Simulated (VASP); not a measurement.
A run of VASP 6.6.1:

File INCAR:

```
SYSTEM = Zr
  PREC = Accurate
  ENCUT = 520
  EDIFF = 1E-8
  ISMEAR = -1
  SIGMA = 0.03
  LREAL = .FALSE.
  LASPH = .TRUE.
  NELM = 80
  ALGO = Normal
  ISIF = 2
  LWAVE = .FALSE.
  LCHARG = .FALSE.
  LEFG = .TRUE.
  NBANDS = 12
```

Contents of KPOINTS:

```
regular mesh
0
G
  16 16 16
  0 0 0
```

File POSCAR:

```
Zr
1.0
   -1.8338185209      1.8338185209      1.8338185209
    1.8338185209     -1.8338185209      1.8338185209
    1.8338185209      1.8338185209     -1.8338185209
Zr
1
Direct
    0.0000000000      0.0000000000      0.0000000000
```

Potentials or basis: VASP PAW LDA potentials, release 64 (Zr_sv).

The run is started by

```console
$ cat potpaw_LDA.64/Zr_sv/POTCAR > POTCAR
$ mpirun -np 1 vasp_std > vasp.out
```

Hardware: 1 thread of Intel(R) Xeon(R) Platinum 8488C (Sapphire Rapids) (shared host).

Question: How long does it take, and how much memory?

Answer: It took 14 s on 1 thread of Intel(R) Xeon(R) Platinum 8488C (Sapphire Rapids), with other jobs on the host, peak memory 0.15 GiB. Counts: scf iterations 12, k points 145.
